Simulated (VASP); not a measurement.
Here is a VASP 6.6.1 calculation.

Contents of INCAR:

```
PREC = Accurate
ENCUT = 400
EDIFF = 1E-6
ISMEAR = 1
SIGMA = 0.1
LREAL = F
LASPH = T
NELM = 120
ALGO = Normal
ISIF = 2
LWAVE = F
LCHARG = F
LDIPOL = T
IDIPOL = 3
DIPOL = 0.5 0.5 0.377
GGA = PS
IVDW = 12
NBANDS = 22
GGA_COMPAT = F
NELMDL = -8
```

The input KPOINTS:

```
Automatic mesh
0
Gamma
  12 12 1
```

Contents of POSCAR:

```
Hf
1.0
    3.1238466767      0.0000000000      0.0000000000
   -1.5619233384      2.7053305796      0.0000000000
    0.0000000000      0.0000000000     24.9702564870
Hf
3
Direct
    0.6666666667      0.3333333333      0.2803335242
    0.3333333333      0.6666666667      0.3752849151
    0.6666666667      0.3333333333      0.4751310281
```

Potentials or basis: VASP PAW PBE potentials, release 64 (Hf_pv).

The run is started by

```bash
$ cat potpaw_PBE.64/Hf_pv/POTCAR > POTCAR
$ mpirun -np 1 vasp_std > vasp.out
```

**Question.** Predict the largest force.

**Answer.** 0.441 eV/Å.

**Question.** Estimate the dispersion energy per atom.

**Answer.** -0.327 eV.

**Question.** Estimate the band gap on the k mesh.

**Answer.** Zero (bands 15 and 16 overlap by 1.21 eV).

Forces in eV/Å, atoms in the order of the input:
```
Hf   0.000  0.000 -0.103
Hf   0.000  0.000  0.441
Hf   0.000  0.000 -0.339
```

Caveat: the PAW data sets were made with another functional, which shifts forces and pressure a little; spin-orbit coupling is left out, which moves the levels of the heavy elements.
